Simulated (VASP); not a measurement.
# Sn2Sb (P6/mmm) in VASP: a series of runs, part 2 of 2

VASP 6.6.1. Earlier steps stand in the parts before.

**5. Relaxation of cell and atoms, PBE**

File INCAR:

```
PREC = Accurate ; ENCUT = 600
EDIFF = 1E-7 ; ISMEAR = 0
SIGMA = 0.1 ; LREAL = F
LASPH = T ; NELM = 80
ALGO = Normal ; ISIF = 3
LWAVE = F ; LCHARG = F
GGA = PE ; IBRION = 2
NSW = 90 ; EDIFFG = -0.04
```

File KPOINTS:

```
regular mesh
0
Gamma
  6 6 4
```

File POSCAR:

```
Sn2Sb
1.0
    4.3003182913      0.0000000000      0.0000000000
   -2.1501591456      3.7241848846      0.0000000000
    0.0000000000      0.0000000000      4.6432008128
Sn Sb
2 1
Direct
    0.3333333333      0.6666666667      0.5000000000
    0.6666666667      0.3333333333      0.5000000000
    0.0000000000      0.0000000000      0.0000000000
```

Potentials or basis: VASP PAW PBE potentials, release 64 (Sn_d, Sb).

Started as:

```
$ cat potpaw_PBE.64/Sn_d/POTCAR potpaw_PBE.64/Sb/POTCAR > POTCAR
$ mpirun -np 1 vasp_std > vasp.out
```

OUTCAR:

```text
PREC = Accurate
   ENCUT = 600
   EDIFF = 1E-7
   ISMEAR = 0
   LREAL = F
   LASPH = T
   NELM = 80
   ISIF = 3
   GGA = PE
   IBRION = 2
   NSW = 90
   EDIFFG = -0.04

 ion  position               nearest neighbor table
   1  0.333  0.667  0.500-   2 2.48   2 2.48   2 2.48   3 3.40   3 3.40   3 3.40   3 3.40   3 3.40
                             3 3.40
   2  0.667  0.333  0.500-   1 2.48   1 2.48   1 2.48   3 3.40   3 3.40   3 3.40   3 3.40   3 3.40
                             3 3.40
   3  0.000  0.000  0.000-   1 3.40   2 3.40   1 3.40   2 3.40   1 3.40   1 3.40   2 3.40   2 3.40
                             2 3.40   2 3.40   1 3.40   1 3.40

  LATTYP: Found a hexagonal cell.
 ALAT       =     4.3003182913
 C/A-ratio  =     1.0797342193

  Lattice vectors:

 A1 = (   4.3003182913,   0.0000000000,   0.0000000000)
 A2 = (  -2.1501591456,   3.7241848846,   0.0000000000)
 A3 = (   0.0000000000,   0.0000000000,   4.6432008128)

Analysis of symmetry for initial positions (statically):
=====================================================================
 Subroutine PRICEL returns:
 Original cell was already a primitive cell.

 Routine SETGRP: Setting up the symmetry group for a
 hexagonal supercell.

 Subroutine GETGRP returns: Found 24 space group operations
 (whereof 24 operations were pure point group operations)
 out of a pool of 24 trial point group operations.

The static configuration has the point symmetry D_6h.

Analysis of symmetry for dynamics (positions and initial velocities):
=====================================================================
 Subroutine PRICEL returns:
 Original cell was already a primitive cell.

 Routine SETGRP: Setting up the symmetry group for a
 hexagonal supercell.

 Subroutine GETGRP returns: Found 24 space group operations
 (whereof 24 operations were pure point group operations)
 out of a pool of 24 trial point group operations.

The dynamic configuration has the point symmetry D_6h.

 Subroutine INISYM returns: Found 24 space group operations
 (whereof 24 operations are pure point group operations),
 and found     1 'primitive' translations

----------------------------------------------------------------------------------------

                                     Primitive cell

  volume of cell :      74.3617

  direct lattice vectors                    reciprocal lattice vectors
     4.300318291  0.000000000  0.000000000     0.232540927  0.134257567  0.000000000
    -2.150159146  3.724184885  0.000000000     0.000000000  0.268515133  0.000000000
     0.000000000  0.000000000  4.643200813     0.000000000  0.000000000  0.215368674

  length of vectors
     4.300318291  4.300318291  4.643200813     0.268515133  0.268515133  0.215368674

  position of ions in fractional coordinates (direct lattice)
     0.333333333  0.666666667  0.500000000
     0.666666667  0.333333333  0.500000000
     0.000000000  0.000000000  0.000000000

  ion indices of the primitive-cell ions
   primitive index   ion index
                 1           1
                 2           2
                 3           3

----------------------------------------------------------------------------------------

 KPOINTS: regular mesh

Automatic generation of k-mesh.
 Grid dimensions read from file:
 generate k-points for:    6    6    4

 Generating k-lattice:

  Cartesian coordinates                     Fractional coordinates (reciprocal lattice)
     0.038756821  0.022376261  0.000000000     0.166666667  0.000000000  0.000000000
     0.000000000  0.044752522  0.000000000     0.000000000  0.166666667  0.000000000
     0.000000000  0.000000000  0.053842168     0.000000000  0.000000000  0.250000000

  Length of vectors
     0.044752522  0.044752522  0.053842168

  Shift w.r.t. Gamma in fractional coordinates (k-lattice)
     0.000000000  0.000000000  0.000000000

 Subroutine IBZKPT returns following result:
 ===========================================

 Found     21 irreducible k-points:

 Following reciprocal coordinates:
            Coordinates               Weight
  0.000000  0.000000  0.000000      1.000000
  0.166667  0.000000  0.000000      6.000000
  0.333333  0.000000  0.000000      6.000000
  0.500000  0.000000  0.000000      3.000000
  0.166667  0.166667  0.000000      6.000000
  0.333333  0.166667  0.000000     12.000000
[... 13 lines left out ...]
  0.333333  0.166667  0.500000     12.000000
  0.333333  0.333333  0.500000      2.000000
   k-points           NKPTS =     21   k-points in BZ     NKDIM =     21   number of bands    NBANDS=     20
   number of dos      NEDOS =    301   number of ions     NIONS =      3
   total plane-waves  NPLWV =  51840
   dimension x,y,z NGX =    36 NGY =   36 NGZ =   40
   dimension x,y,z NGXF=    72 NGYF=   72 NGZF=   80
   ions per type =               2   1
   NGX,Y,Z   is equivalent  to a cutoff of  13.92, 13.92, 14.32 a.u.
   NGXF,Y,Z  is equivalent  to a cutoff of  27.83, 27.83, 28.64 a.u.
 SYSTEM =  unknown system
   PREC   = accura    normal or accurate (medium, high low for compatibility)
   ISTART =      0    job   : 0-new  1-cont  2-samecut
   ICHARG =      2    charge: 1-file 2-atom 10-const
   ISPIN  =      1    spin polarized calculation?
   LNONCOLLINEAR =      F non collinear calculations
   LSORBIT =      F    spin-orbit coupling
   LASPH  =      T    aspherical Exc in radial PAW
   ENCUT  =  600.0 eV  44.10 Ry    6.64 a.u.   8.59  8.59  9.27*2*pi/ulx,y,z
   NELM   =     80;   NELMIN=  2; NELMDL= -5     # of ELM steps
   EDIFF  = 0.1E-06   stopping-criterion for ELM
   LREAL  =      F    real-space projection
   EDIFFG = -.4E-01   stopping-criterion for IOM
   NSW    =     90    number of steps for IOM
   IBRION =      2    ionic relax: 0-MD 1-quasi-New 2-CG
   NFREE  =      1    steps in history (QN), initial steepest desc. (CG)
   ISIF   =      3    stress and relaxation
   ISYM   =      2    0-nonsym 1-usesym 2-fastsym
   POTIM  = 0.5000    time-step for ionic-motion
   TEBEG  =    0.0;   TEEND  =   0.0 temperature during run
   PSTRESS=    0.0 pullay stress
   NELECT =      33.0000    total number of electrons
   NUPDOWN=      -1.0000    fix difference up-down
   EMIN   =  10.00;   EMAX   =-10.00  energy-range for DOS
   EFERMI =   0.00;   METHOD = LEGACY
   ISMEAR =     0;   SIGMA  =   0.10  broadening in eV -4-tet -1-fermi 0-gaus
   EFERMI_NEDOS =   21; number of points for ismear=-14 and -15
   IALGO  =     38    algorithm
   IMIX   =      4    mixing-type and parameters
     AMIX     =   0.40;   BMIX     =  1.00
     AMIX_MAG =   1.60;   BMIX_MAG =  1.00
  volume/ion in A,a.u.               =      24.79       167.27
  Fermi-wavevector in a.u.,A,eV,Ry     =   1.248714  2.359728 21.215389  1.559287
  Thomas-Fermi vector in A             =   2.382788
   LORBIT       =      0    0 simple, 1 ext, 2 COOP (PROOUT), +10 PAW based schemes
   GGA     = PE    functional components
   LHFCALC =     F    Hartree Fock is set to
   AEXX    =    0.0000 exact exchange contribution
   IVDW    =     0    specifies the selected vdW correction
   LEPSILON=     F    determine dielectric tensor
   LRPA    =     F    only Hartree local field effects (RPA)
 conjugate gradient relaxation of ions
 non-spin polarized calculation
 Gauss-broadening in eV      SIGMA  =   0.10
  energy-cutoff  :      600.00
  volume of cell :       74.36
 maximum number of plane-waves:      2545
 NGX is ok and might be reduce to    36
   NGX = 17   NGY = 17   NGZ = 19

--------------------------------------- Ionic step        1  -------------------------------------------

 number of electron      33.0000003 magnetization

 Free energy of the ion-electron system (eV)
  ---------------------------------------------------
  ext. energy  EPLUGINS =         0.00000000
  ---------------------------------------------------
  free energy    TOTEN  =        -8.60952095 eV

  energy without entropy =       -8.60378562  energy(sigma->0) =       -8.60665328

------------------------ aborting loop because EDIFF is reached ----------------------------------------

  FORCE on cell =-STRESS in cart. coord.  units (eV):
  Direction    XX          YY          ZZ          XY          YZ          ZX
  --------------------------------------------------------------------------------------
  -------------------------------------------------------------------------------------
  Total       15.8363844     15.8363844      2.9382833      0.0000000     -0.0000000     -0.0000000
  in kB      341.2065160    341.2065160     63.3074687      0.0000000     -0.0000000     -0.0000000
  external PRESSURE =     248.5735002 kB  Pullay stress =       0.0000000 kB
[... 1565 lines left out ...]
     19       9.5735      0.00000
     20       9.8401      0.00000

[... ionic steps 4 to 10 ...]

--------------------------------------- Ionic step       11  -------------------------------------------

 number of electron      33.0000021 magnetization

------------------------ aborting loop because EDIFF is reached ----------------------------------------
[... 69 lines left out ...]
--------------------------------------- Ionic step       13  -------------------------------------------

 number of electron      33.0000014 magnetization

 Free energy of the ion-electron system (eV)
  ---------------------------------------------------
  ext. energy  EPLUGINS =         0.00000000
  ---------------------------------------------------
  free energy    TOTEN  =       -11.36709737 eV

  energy without entropy =      -11.35629682  energy(sigma->0) =      -11.36169710

 E-fermi :   7.8969     XC(G=0): -10.2107

 val. band max:        7.8018367722   @ k =   0.3333   0.1667   0.2500
 cond. band min:       7.9162714639   @ k =   0.1667   0.0000   0.2500
 fundamental gap:      0.1144346917
 Fermi energy:         7.8968797641
[... 511 lines left out ...]
  FREE ENERGIE OF THE ION-ELECTRON SYSTEM (eV)
  ---------------------------------------------------
  free  energy   TOTEN  =       -11.3670973718 eV

  energy  without entropy=      -11.3562968212  energy(sigma->0) =      -11.36169710

 reached required accuracy - stopping structural energy minimisation
```

Run time: 11 min. Hardware: 1 thread of Oxide Virtual Turin-like, shared host; peak memory 0.21 GiB.

What came out:

```yaml
Free_energy: -11.3671 eV
Relaxed_volume: 27.71 Å³/atom
Relaxed_cell: a = 5.291 Å, b = 5.291 Å, c = 3.428 Å, α = 90.00°, β = 90.00°, γ = 120.00°
Space_group_after_relaxing_to_0.1_Å: P6/mmm (No. 191)
Pressure_after_relaxing: 0.1 GPa
Band_gap_on_the_k_mesh: zero (an odd number of electrons rules out a gap without spin polarisation)
```

Stress tensor (GPa, compression positive):
```
0.01 0.00 0.00
0.00 0.01 0.00
0.00 0.00 0.19
```

Final structure:
```yaml
crystal:
  lattice:
    - [5.29110, 0.00000, 0.00000]
    - [-2.64555, 4.58223, 0.00000]
    - [0.00000, 0.00000, 3.42831]
  atoms:
    - { symbol: Sn, position: [0.33333, 0.66667, 0.50000] }
    - { symbol: Sn, position: [0.66667, 0.33333, 0.50000] }
    - { symbol: Sb, position: [0.00000, 0.00000, 0.00000] }
```

Levels at points of the mesh, in eV from the Fermi level:
```
           k point  band 14  band 15  band 16  band 17  band 18  band 19  band 20
(0.00, 0.00, 0.00)    -2.87    -2.87    -2.46    -2.46     1.22     5.06     5.74
(0.50, 0.00, 0.00)    -4.63     0.65     0.97     2.11     2.50     3.24     3.78
(0.00, 0.00, 0.50)    -2.12    -1.73    -0.79    -0.79    -0.51    -0.51     0.04
(0.50, 0.00, 0.50)    -4.24    -3.07    -1.85    -1.60    -0.95     3.15     3.30
```

Caveat: the highest band is partly filled, so the run has too few bands; a cell axis changed by over 15 % at a fixed basis, so the end point is rough; spin-orbit coupling is left out, which moves the levels of the heavy elements.

**6. Summary**

```tsv
task	cell	k mesh	cutoff (eV)	gap on the mesh (eV)	pressure (GPa)
single point	a = 4.300, b = 4.300, c = 4.643 Å, angles 90.0, 90.0, 120.0°, 3 atoms	6 × 6 × 4	520	none	24.8
single point	a = 5.284, b = 5.284, c = 3.448 Å, angles 90.0, 90.0, 120.0°, 3 atoms	6 × 6 × 4	520	none	0.0
single point	a = 5.324, b = 5.324, c = 3.384 Å, angles 90.0, 90.0, 120.0°, 3 atoms	6 × 6 × 6	520	none	-0.1
relaxation of cell and atoms	relaxed from a = 4.300, b = 4.300, c = 4.643 Å, angles 90.0, 90.0, 120.0°, 3 atoms	6 × 6 × 4	600	none	0.1
```

Alike in all rows: level PBE; potentials or basis VASP PAW PBE potentials, release 64 (Sn_d, Sb); no spin polarisation; smearing gaussian 0.1 eV.

Caveats: some runs use coarse meshes; spin-orbit coupling is left out, which moves the levels of the heavy elements; the stress differs along the axes, from 6 to 34 GPa (at least some runs); the highest band is partly filled, so the run has too few bands (at least some runs); a cell axis changed by over 15 % at a fixed basis, so the end point is rough (at least some runs).

Absolute energies hang on the potentials; compare differences alone.

The gap in the log of VASP goes by the Fermi energy; the results here count the filled bands.